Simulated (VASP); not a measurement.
Fe, 2 atoms in the cell. It takes space group I4_1/amd (No. 141, tetragonal). Conventional cell: a = 4.434 Å, b = 4.434 Å, c = 2.385 Å, α = 90.00°, β = 90.00°, γ = 90.00°. Fe (site symmetry -4m2) has 10 Fe at 2.30 to 2.85 Å within 3.0 Å. 

- Program: VASP 6.6.1
- Task: relaxation of cell and atoms
- Functional: PBEsol
- Potentials or basis: VASP PAW PBE potentials, release 64 (Fe)
- Cutoff: 600 eV
- k mesh: 18 × 18 × 18
- Occupations: fermi-dirac, width 0.1 eV
- Spin: collinear spin, ferromagnetic start
- Starting moments: [2.5, 2.5] μB
- Target pressure: 1.5 GPa
- Dipole correction: no
- Further INCAR settings: ALGO = Normal; EDIFF = 1e-07; IBRION = 2; EDIFFG = -0.005; NSW = 32; ISIF = 3

Potentials or basis: VASP PAW PBE potentials, release 64 (Fe).

The run is started by

```console
$ cat potpaw_PBE.64/Fe/POTCAR > POTCAR
$ mpirun -np 4 vasp_std > vasp.out
```

Hardware: 4 MPI ranks on Oxide Virtual Turin-like Processor, on a shared host.

How long does it take, and how much memory?

Wall time 7.1 min on 4 MPI ranks on Oxide Virtual Turin-like Processor, on a shared host, peak memory 0.39 GiB a rank. Counts: scf iterations 27, k points 480, ion steps 3.
